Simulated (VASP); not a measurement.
Runs of VASP 6.6.1 on WC. The structure is that of space group I4/mmm (No. 139), or close to it. The cells are those of the table. 

```tsv
cell	gap on the mesh (eV)	pressure (GPa)
a = 3.111, b = 3.111, c = 2.853 Å, angles 62.7, 62.7, 54.6°, 2 atoms	none	52.6
a = 3.045, b = 3.045, c = 2.853 Å, angles 62.1, 62.1, 55.9°, 2 atoms	none	65.3
a = 2.979, b = 2.979, c = 3.101 Å, angles 58.6, 58.6, 62.7°, 2 atoms	none	(b)
a = 3.045, b = 3.045, c = 3.225 Å, angles 58.0, 58.0, 64.0°, 2 atoms	none	5.1
a = 3.168, b = 3.168, c = 2.977 Å, angles 62.0, 62.0, 56.0°, 2 atoms	none	(a)
```

Alike in all rows: task single point; level PBEsol; potentials or basis VASP PAW PBE potentials, release 64 (W_sv, C); no spin polarisation; k mesh 18 × 18 × 18; cutoff (eV) 520; smearing gaussian 0.15 eV.

Problem. Estimate the missing entries.

Solution. (a) 3.0; (b) 32.8.

Caveats: the PAW data sets were made with another functional, which shifts forces and pressure a little; spin-orbit coupling is left out, which moves the levels of the heavy elements.

A k mesh can miss the band edges, and the runs leave out spin-orbit coupling on W.

A gap of «none» marks levels without a gap at the run's occupations.
